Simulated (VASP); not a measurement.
# SiC (Moissanite) (P6_3mc) in VASP: settings compared

SiC (Moissanite) is run at these levels: BLYP+D4, r2SCAN; tasks: single point.

Program: VASP 6.6.1. These are calculated values, not measurements. Logs are shortened: lines on timing, memory, paths and dates and some standing lists are left out, and cuts for length are marked.

## 1. The cell of the first run

Symmetry: P6_3mc, No. 186, hexagonal system. Conventional cell: a = 3.096 Å, b = 3.096 Å, c = 5.081 Å, α = 90.00°, β = 90.00°, γ = 120.00°. Si (site symmetry 3m) has 4 C at 1.88 to 1.96 Å within 2.5 Å. C (site symmetry 3m) has 4 Si at 1.88 to 1.96 Å within 2.5 Å.

## 2. Single point, BLYP+D4

Input file INCAR:

```
SYSTEM = SiC
PREC = Accurate
ENCUT = 520
EDIFF = 1E-6
ISMEAR = -1
SIGMA = 0.05
LREAL = .False.
LASPH = .True.
NELM = 60
ALGO = Normal
ISIF = 2
LWAVE = .False.
LCHARG = .True.
GGA = B5
ALDAX = 1.0
AGGAX = 1.0
AGGAC = 1.0
ALDAC = 0.0
IVDW = 13
VDW_S6 = 1.0
VDW_S8 = 2.34076671
VDW_A1 = 0.44488865
VDW_A2 = 4.0933009
LELF = .True.
LVHAR = .True.
NBANDS = 16
```

Input file KPOINTS:

```
regular mesh
0
Gamma
  10 10 5
  0 0 0
```

Input file POSCAR:

```
SiC
1.0
    3.0963714546      0.0000000000      0.0000000000
   -1.5481857273      2.6815363392      0.0000000000
    0.0000000000      0.0000000000      5.0814314379
Si C
2 2
Direct
    0.6666666667      0.3333333333      0.5000000000
    0.3333333333      0.6666666667      0.0000000000
    0.6666666667      0.3333333333      0.8850000000
    0.3333333333      0.6666666667      0.3850000000
```

Potentials or basis: VASP PAW PBE potentials, release 64 (Si, C).

Launch:

```sh
$ cat potpaw_PBE.64/Si/POTCAR potpaw_PBE.64/C/POTCAR > POTCAR
$ mpirun -np 1 vasp_std > vasp.out
```

OUTCAR:

```text
SYSTEM = SiC
   PREC = Accurate
   ENCUT = 520
   EDIFF = 1E-6
   ISMEAR = -1
   LREAL = .False.
   LASPH = .True.
   NELM = 60
   ISIF = 2
   GGA = B5
   IVDW = 13

 ion  position               nearest neighbor table
   1  0.667  0.333  0.500-   4 1.88   4 1.88   4 1.88   3 1.96   2 3.11   2 3.11   2 3.11   2 3.11
                             2 3.11   2 3.11
   2  0.333  0.667  0.000-   3 1.88   3 1.88   3 1.88   4 1.96   1 3.11   1 3.11   1 3.11   1 3.11
                             1 3.11   1 3.11
   3  0.667  0.333  0.885-   2 1.88   2 1.88   2 1.88   1 1.96
   4  0.333  0.667  0.385-   1 1.88   1 1.88   1 1.88   2 1.96

  LATTYP: Found a hexagonal cell.
 ALAT       =     3.0963714546
 C/A-ratio  =     1.6410923277

  Lattice vectors:

 A1 = (   3.0963714546,   0.0000000000,   0.0000000000)
 A2 = (  -1.5481857273,   2.6815363392,   0.0000000000)
 A3 = (   0.0000000000,   0.0000000000,   5.0814314379)

Analysis of symmetry for initial positions (statically):
=====================================================================
 Subroutine PRICEL returns:
 Original cell was already a primitive cell.

 Routine SETGRP: Setting up the symmetry group for a
 hexagonal supercell.

 Subroutine GETGRP returns: Found 12 space group operations
 (whereof  6 operations were pure point group operations)
 out of a pool of 24 trial point group operations.

The static configuration has the point symmetry C_3v.
 The point group associated with its full space group is C_6v.

Analysis of symmetry for dynamics (positions and initial velocities):
=====================================================================
 Subroutine PRICEL returns:
 Original cell was already a primitive cell.

 Routine SETGRP: Setting up the symmetry group for a
 hexagonal supercell.

 Subroutine GETGRP returns: Found 12 space group operations
 (whereof  6 operations were pure point group operations)
 out of a pool of 24 trial point group operations.

The dynamic configuration has the point symmetry C_3v.
 The point group associated with its full space group is C_6v.

 Subroutine INISYM returns: Found 12 space group operations
 (whereof  6 operations are pure point group operations),
 and found     1 'primitive' translations

----------------------------------------------------------------------------------------

                                     Primitive cell

  volume of cell :      42.1913

  direct lattice vectors                    reciprocal lattice vectors
     3.096371455  0.000000000  0.000000000     0.322958668  0.186460274  0.000000000
    -1.548185727  2.681536339  0.000000000     0.000000000  0.372920548  0.000000000
     0.000000000  0.000000000  5.081431438     0.000000000  0.000000000  0.196794941

  length of vectors
     3.096371455  3.096371455  5.081431438     0.372920548  0.372920548  0.196794941

  position of ions in fractional coordinates (direct lattice)
     0.666666667  0.333333333  0.500000000
     0.333333333  0.666666667  0.000000000
     0.666666667  0.333333333  0.885000000
     0.333333333  0.666666667  0.385000000

  ion indices of the primitive-cell ions
   primitive index   ion index
                 1           1
                 2           2
                 3           3
                 4           4

----------------------------------------------------------------------------------------

 KPOINTS: regular mesh

Automatic generation of k-mesh.
 Grid dimensions read from file:
 generate k-points for:   10   10    5

 Generating k-lattice:

  Cartesian coordinates                     Fractional coordinates (reciprocal lattice)
     0.032295867  0.018646027  0.000000000     0.100000000 -0.000000000  0.000000000
     0.000000000  0.037292055  0.000000000     0.000000000  0.100000000  0.000000000
     0.000000000  0.000000000  0.039358988     0.000000000  0.000000000  0.200000000

  Length of vectors
     0.037292055  0.037292055  0.039358988

  Shift w.r.t. Gamma in fractional coordinates (k-lattice)
     0.000000000  0.000000000  0.000000000

 Subroutine IBZKPT returns following result:
 ===========================================

 Found     42 irreducible k-points:

 Following reciprocal coordinates:
            Coordinates               Weight
  0.000000  0.000000  0.000000      1.000000
  0.100000  0.000000  0.000000      6.000000
  0.200000  0.000000  0.000000      6.000000
  0.300000  0.000000  0.000000      6.000000
  0.400000  0.000000  0.000000      6.000000
  0.500000  0.000000  0.000000      3.000000
[... 16 lines left out ...]
  0.300000  0.100000  0.200000     24.000000
  0.400000  0.100000  0.200000     24.000000
 [... further k-points ...]
   k-points           NKPTS =     42   k-points in BZ     NKDIM =     42   number of bands    NBANDS=     16
   number of dos      NEDOS =    301   number of ions     NIONS =      4
   total plane-waves  NPLWV =  23040
   dimension x,y,z NGX =    24 NGY =   24 NGZ =   40
   dimension x,y,z NGXF=    48 NGYF=   48 NGZF=   80
   ions per type =               2   2
   NGX,Y,Z   is equivalent  to a cutoff of  12.89, 12.89, 13.09 a.u.
   NGXF,Y,Z  is equivalent  to a cutoff of  25.77, 25.77, 26.17 a.u.
 SYSTEM =  SiC
   PREC   = accura    normal or accurate (medium, high low for compatibility)
   ISTART =      0    job   : 0-new  1-cont  2-samecut
   ICHARG =      2    charge: 1-file 2-atom 10-const
   ISPIN  =      1    spin polarized calculation?
   LNONCOLLINEAR =      F non collinear calculations
   LSORBIT =      F    spin-orbit coupling
   LASPH  =      T    aspherical Exc in radial PAW
   ENCUT  =  520.0 eV  38.22 Ry    6.18 a.u.   5.76  5.76  9.45*2*pi/ulx,y,z
   NELM   =     60;   NELMIN=  2; NELMDL= -5     # of ELM steps
   EDIFF  = 0.1E-05   stopping-criterion for ELM
   LREAL  =      F    real-space projection
   EDIFFG = 0.1E-04   stopping-criterion for IOM
   NSW    =      0    number of steps for IOM
   IBRION =     -1    ionic relax: 0-MD 1-quasi-New 2-CG
   NFREE  =      0    steps in history (QN), initial steepest desc. (CG)
   ISIF   =      2    stress and relaxation
   ISYM   =      2    0-nonsym 1-usesym 2-fastsym
   POTIM  = 0.5000    time-step for ionic-motion
   TEBEG  =    0.0;   TEEND  =   0.0 temperature during run
   PSTRESS=    0.0 pullay stress
   NELECT =      16.0000    total number of electrons
   NUPDOWN=      -1.0000    fix difference up-down
   EMIN   =  10.00;   EMAX   =-10.00  energy-range for DOS
   EFERMI =   0.00;   METHOD = LEGACY
   ISMEAR =    -1;   SIGMA  =   0.05  broadening in eV -4-tet -1-fermi 0-gaus
   EFERMI_NEDOS =   21; number of points for ismear=-14 and -15
   IALGO  =     38    algorithm
   IMIX   =      4    mixing-type and parameters
     AMIX     =   0.40;   BMIX     =  1.00
     AMIX_MAG =   1.60;   BMIX_MAG =  1.00
  volume/ion in A,a.u.               =      10.55        71.18
  Fermi-wavevector in a.u.,A,eV,Ry     =   1.184970  2.239268 19.104662  1.404153
  Thomas-Fermi vector in A             =   2.321173
   LORBIT       =      0    0 simple, 1 ext, 2 COOP (PROOUT), +10 PAW based schemes
   GGA     = B5    functional components
   LHFCALC =     F    Hartree Fock is set to
   AEXX    =    0.0000 exact exchange contribution
   IVDW    =    13    specifies the selected vdW correction
   LEPSILON=     F    determine dielectric tensor
   LRPA    =     F    only Hartree local field effects (RPA)
 non-spin polarized calculation
  energy-cutoff  :      520.00
  volume of cell :       42.19
 maximum number of plane-waves:      1148
 NGX is ok and might be reduce to    24
   NGX = 11   NGY = 11   NGZ = 19

 number of electron      16.0000001 magnetization

 Free energy of the ion-electron system (eV)
  ---------------------------------------------------
  ext. energy  EPLUGINS =         0.00000000
  ---------------------------------------------------
  free energy    TOTEN  =       -27.26629239 eV

  energy without entropy =      -27.26629239  energy(sigma->0) =      -27.26629239

 E-fermi :   9.5581     XC(G=0): -10.5610

 val. band max:        8.6031057934   @ k =   0.0000   0.0000   0.0000
 cond. band min:      11.4136521752   @ k =   0.5000   0.0000   0.0000
 fundamental gap:      2.8105463818
 Fermi energy:         9.5581097585

 k-point     1 :       0.0000    0.0000    0.0000
  band No.  band energies     occupation
      1      -6.8367      2.00000
      2      -3.4684      2.00000
      3       0.1875      2.00000
      4       7.0613      2.00000
      5       7.0613      2.00000
      6       8.3157      2.00000
[... 8 lines left out ...]
     15      17.2665      0.00000
     16      19.9368      0.00000

 k-point     2 :       0.1000    0.0000    0.0000
  band No.  band energies     occupation
      1      -6.6672      2.00000
      2      -3.3226      2.00000
      3       0.3408      2.00000
      4       6.1611      2.00000
      5       6.7871      2.00000
      6       7.6915      2.00000
[... 8 lines left out ...]
     15      17.7047      0.00000
     16      18.8735      0.00000

 k-point     3 :       0.2000    0.0000    0.0000
  band No.  band energies     occupation
      1      -6.1656      2.00000
      2      -2.9042      2.00000
      3       0.7750      2.00000
      4       4.3506      2.00000
      5       6.2115      2.00000
      6       6.2515      2.00000
[... 8 lines left out ...]
     15      18.0793      0.00000
     16      18.6512      0.00000

 k-point     4 :       0.3000    0.0000    0.0000
  band No.  band energies     occupation
      1      -5.3591      2.00000
      2      -2.3049      2.00000
      3       1.2620      2.00000
      4       2.7119      2.00000
      5       4.5820      2.00000
      6       5.6554      2.00000
[... 8 lines left out ...]
     15      18.9430      0.00000
     16      20.1882      0.00000
[... 324 lines left out ...]
 k-point    22 :       0.2000    0.1000    0.2000
  band No.  band energies     occupation
      1      -5.4919      2.00000
      2      -3.1014      2.00000
      3       1.8320      2.00000
      4       3.7631      2.00000
      5       4.7191      2.00000
      6       5.6451      2.00000
[... 8 lines left out ...]
     15      18.7165      0.00000
     16      19.3194      0.00000

 k-point    23 :       0.3000    0.1000    0.2000
  band No.  band energies     occupation
      1      -4.5717      2.00000
      2      -2.4083      2.00000
      3       1.2081      2.00000
      4       3.1446      2.00000
      5       3.5722      2.00000
      6       4.9621      2.00000
[... 8 lines left out ...]
     15      19.4448      0.00000
     16      20.0272      0.00000

 k-point    24 :       0.4000    0.1000    0.2000
  band No.  band energies     occupation
      1      -3.5822      2.00000
      2      -2.1064      2.00000
      3       0.4776      2.00000
      4       1.9145      2.00000
      5       4.0024      2.00000
      6       4.7916      2.00000
[... 8 lines left out ...]
     15      19.8708      0.00000
     16      21.1686      0.00000

 [... further k-points ...]

------------------------ aborting loop because EDIFF is reached ----------------------------------------

  DFT-D4 for vdW energy calculation

  Edisp (eV):   -2.51462

  FORCE on cell =-STRESS in cart. coord.  units (eV):
  Direction    XX          YY          ZZ          XY          YZ          ZX
  --------------------------------------------------------------------------------------
  -------------------------------------------------------------------------------------
  Total      -0.79819    -0.79819    -1.44483     0.00000    -0.00000     0.00000
  in kB     -30.31044   -30.31044   -54.86634     0.00000    -0.00000     0.00000
  external pressure =      -38.50 kB  Pullay stress =        0.00 kB

 VOLUME and BASIS-vectors are now :
 -----------------------------------------------------------------------------
  energy-cutoff  :      520.00
  volume of cell :       42.19
      direct lattice vectors                 reciprocal lattice vectors
     3.096371455  0.000000000  0.000000000     0.322958668  0.186460274  0.000000000
    -1.548185727  2.681536339  0.000000000     0.000000000  0.372920548  0.000000000
     0.000000000  0.000000000  5.081431438     0.000000000  0.000000000  0.196794941

 POSITION                                       TOTAL-FORCE (eV/Angst)
 -----------------------------------------------------------------------------------
      1.54819      0.89385      2.54072         0.000000     -0.000000      0.706206
     -0.00000      1.78769      0.00000         0.000000      0.000000      0.706206
      1.54819      0.89385      4.49707        -0.000000      0.000000     -0.706206
     -0.00000      1.78769      1.95635         0.000000     -0.000000     -0.706206
 -----------------------------------------------------------------------------------
    total drift:                               -0.000000      0.000000      0.000036

  FREE ENERGIE OF THE ION-ELECTRON SYSTEM (eV)
  ---------------------------------------------------
  free  energy   TOTEN  =       -29.7809120696 eV

  energy  without entropy=      -29.7809120696  energy(sigma->0) =      -29.78091207
```

Run time: 20 s. Hardware: 1 thread of Intel Xeon Platinum 8488C (Sapphire Rapids), shared host; peak memory 0.16 GiB.

Results:

```
Free energy                : -29.7809 eV
Pressure                   : -3.8 GPa
Largest force              : 0.706 eV/Å
Band gap on the k mesh     : 2.81 eV, indirect (least direct gap 4.29 eV)
Dispersion energy per atom : -0.629 eV
```

Forces in eV/Å, atoms in the order of the input:
```
Si   0.000  0.000  0.706
Si   0.000  0.000  0.706
C    0.000  0.000 -0.706
C    0.000  0.000 -0.706
```

Stress tensor (GPa, compression positive):
```
-3.03  0.00  0.00
 0.00 -3.03  0.00
 0.00  0.00 -5.49
```

Caveat: the PAW data sets were made with another functional, which shifts forces and pressure a little.

## 3. Single point, BLYP+D4

This run uses another cell than the first one, of 10.75 Å³/atom, 1.020 times its volume.

Input file INCAR:

```
PREC     = Accurate       # precision mode
ENCUT    = 520            # plane-wave cutoff, eV
EDIFF    = 1E-7           # SCF threshold, eV
ISMEAR   = -1             # smearing method
SIGMA    = 0.05           # smearing width, eV
LREAL    = F              # projectors in reciprocal space
LASPH    = T              # aspherical terms in the spheres
NELM     = 60             # most SCF steps
ALGO     = Normal         # electronic algorithm
ISIF     = 2              # what is computed and relaxed
LWAVE    = F              # write WAVECAR
LCHARG   = F              # write CHGCAR
GGA      = B5             # functional
ALDAX    = 1.0          
AGGAX    = 1.0          
AGGAC    = 1.0          
ALDAC    = 0.0          
IVDW     = 13             # dispersion correction
VDW_S6   = 1.0          
VDW_S8   = 2.34076671   
VDW_A1   = 0.44488865   
VDW_A2   = 4.0933009    
NBANDS   = 16             # bands
```

Input file KPOINTS:

```
Automatic mesh
0
Gamma
  10 10 5
```

Input file POSCAR:

```
SiC
1.0
    3.1164783262      0.0000000000      0.0000000000
   -1.5582391631      2.6989494007      0.0000000000
    0.0000000000      0.0000000000      5.1144286705
Si C
2 2
Direct
    0.6666666667      0.3333333333      0.5000000000
    0.3333333333      0.6666666667      0.0000000000
    0.6666666667      0.3333333333      0.8850000000
    0.3333333333      0.6666666667      0.3850000000
```

Potentials or basis: VASP PAW PBE potentials, release 64 (Si, C).

Launch:

```sh
$ cat potpaw_PBE.64/Si/POTCAR potpaw_PBE.64/C/POTCAR > POTCAR
$ mpirun -np 1 vasp_std > vasp.out
```

It took 21 s on 1 thread of Intel Xeon Platinum 8488C (Sapphire Rapids), shared host; peak memory 0.16 GiB.

It converged, with:

```yaml
Free_energy: -29.7517 eV
Pressure: -7.5 GPa
Largest_force: 0.673 eV/Å
Band_gap_on_the_k_mesh: 2.77 eV, indirect (least direct gap 4.25 eV)
Dispersion_energy_per_atom: -0.618 eV
```

Forces in eV/Å, atoms in the order of the input:
```
Si   0.000  0.000  0.673
Si   0.000  0.000  0.673
C    0.000  0.000 -0.673
C    0.000  0.000 -0.673
```

Stress tensor (GPa, compression positive):
```
-6.89  0.00  0.00
 0.00 -6.89  0.00
 0.00  0.00 -8.61
```

Levels at points of the mesh, in eV from the valence-band top:
```
           k point  band 5  band 6  band 7  band 8  band 9  band 10  band 11  band 12
(0.00, 0.00, 0.00)   -1.53   -0.29   -0.29    0.00    4.41     5.75     6.38     6.38
(0.50, 0.00, 0.00)   -5.18   -3.42   -3.02   -1.48    2.77     4.37     6.57     7.24
```

Caveat: the PAW data sets were made with another functional, which shifts forces and pressure a little.

## 4. Single point, BLYP+D4

This run uses another cell than the first one, of 10.96 Å³/atom, 1.039 times its volume.

Input file INCAR:

```
SYSTEM = SiC
  AGGAC = 1.0
  AGGAX = 1.0
  ALDAC = 0.0
  ALDAX = 1.0
  ALGO = Normal
  EDIFF = 1E-7
  ENCUT = 520
  GGA = B5
  ISIF = 2
  ISMEAR = -1
  IVDW = 13
  LASPH = .TRUE.
  LCHARG = .FALSE.
  LREAL = .FALSE.
  LWAVE = .FALSE.
  NBANDS = 16
  NELM = 60
  PREC = Accurate
  SIGMA = 0.05
  VDW_A1 = 0.44488865
  VDW_A2 = 4.0933009
  VDW_S6 = 1.0
  VDW_S8 = 2.34076671
```

Input file KPOINTS:

```
k-points
0
G
  10 10 5
  0 0 0
```

Input file POSCAR:

```
SiC
1.0
    3.1363290418      0.0000000000      0.0000000000
   -1.5681645209      2.7161406248      0.0000000000
    0.0000000000      0.0000000000      5.1470055276
Si C
2 2
Direct
    0.6666666667      0.3333333333      0.5000000000
    0.3333333333      0.6666666667      0.0000000000
    0.6666666667      0.3333333333      0.8850000000
    0.3333333333      0.6666666667      0.3850000000
```

Launch:

```sh
$ cat potpaw_PBE.64/Si/POTCAR potpaw_PBE.64/C/POTCAR > POTCAR
$ mpirun -np 1 vasp_std > vasp.out
```

It took 23 s on 1 thread of Intel Xeon Platinum 8488C (Sapphire Rapids), shared host; peak memory 0.16 GiB.

Results (log left out):

* Free energy: -29.7048 eV
* Pressure: -10.7 GPa
* Largest force: 0.641 eV/Å
* Band gap on the k mesh: 2.73 eV, indirect (least direct gap 4.21 eV)
* Dispersion energy per atom: -0.608 eV

Forces in eV/Å, atoms in the order of the input:
```
Si   0.000  0.000  0.641
Si   0.000  0.000  0.641
C    0.000  0.000 -0.641
C    0.000  0.000 -0.641
```

Stress tensor (GPa, compression positive):
```
-10.36   0.00   0.00
  0.00 -10.36   0.00
  0.00   0.00 -11.41
```

Levels at points of the mesh, in eV from the valence-band top:
```csv
k point,band 4,band 5,band 6,band 7,band 8,band 9,band 10,band 11,band 12,band 13
"(0.00, 0.00, 0.00)",-1.52,-1.52,-0.29,-0.29,0.00,4.25,5.54,6.27,6.27,7.12
"(0.50, 0.00, 0.00)",-6.36,-5.11,-3.38,-2.97,-1.47,2.73,4.34,6.41,7.17,9.28
```

Caveat: the PAW data sets were made with another functional, which shifts forces and pressure a little.

(Part 1 of 2 ends here.)
